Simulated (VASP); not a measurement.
Write the native input for VASP 6.6.1 that does the following.

| Quantity | Value |
| --- | --- |
| Task | single point |
| Functional | r2SCAN |
| Potentials or basis | VASP PAW PBE potentials, release 64 (Zn, O) |
| Cutoff | 520 eV |
| k mesh | 12 × 12 × 6 |
| Occupations | gaussian, width 0.02 eV |
| Spin | no spin polarisation |
| Dipole correction | no |
| Further INCAR settings | ALGO = Normal; EDIFF = 1e-06; NBANDS = 26 |

ZnO:

```
Zn O
1.0
     3.21869    0.00000    0.00000
    -1.60935    2.78747    0.00000
     0.00000    0.00000    5.31656
Zn O
2 2
Direct
  0.66667 0.33333 0.50043
  0.33333 0.66667 0.00043
  0.66667 0.33333 0.87988
  0.33333 0.66667 0.37988
```

This cell differs from its parent crystal: uniaxial strain along c: +2.0 %.

One way to write it, as run:

POSCAR

```
ZnO
1.0
    3.2186948692      0.0000000000      0.0000000000
   -1.6093474346      2.7874715238      0.0000000000
    0.0000000000      0.0000000000      5.3165577690
Zn O
2 2
Direct
    0.6666666667      0.3333333333      0.5004294475
    0.3333333333      0.6666666667      0.0004294475
    0.6666666667      0.3333333333      0.8798805525
    0.3333333333      0.6666666667      0.3798805525
```

INCAR.step1

```
PREC = Accurate
ENCUT = 520
ISMEAR = 0
SIGMA = 0.02
LREAL = F
LASPH = T
NELM = 100
NBANDS = 26
GGA = PE
ALGO = Normal
EDIFF = 1E-4
LWAVE = T
LCHARG = F
```

INCAR.step2

```
PREC = Accurate
ENCUT = 520
EDIFF = 1E-6
ISMEAR = 0
SIGMA = 0.02
LREAL = F
LASPH = T
NELM = 100
ALGO = Normal
ISIF = 2
LWAVE = F
LCHARG = F
METAGGA = R2SCAN
LMIXTAU = T
NBANDS = 26
ISTART = 1
```

KPOINTS

```
Automatic mesh
0
Gamma
  12 12 6
```

Potentials or basis: VASP PAW PBE potentials, release 64 (Zn, O).

Run with:

```bash
$ cat potpaw_PBE.64/Zn/POTCAR potpaw_PBE.64/O/POTCAR > POTCAR
$ cp INCAR.step1 INCAR
$ mpirun -np 1 vasp_std > vasp.out
$ cp INCAR.step2 INCAR
$ mpirun -np 1 vasp_std > vasp.out
```

It gave:

```yaml
Pressure: -0.3 GPa
Largest_force: 0.191 eV/Å
Band_gap_on_the_k_mesh: 1.18 eV
```

Caveat: the cell differs from its parent crystal (uniaxial strain along c: +2.0 %); the stress differs along the axes, from -4 to 2 GPa; the PAW data sets were made with another functional, which shifts forces and pressure a little.

It took 4.6 min on 1 thread of Intel Xeon 8259CL (shared host), peak memory 0.22 GiB.
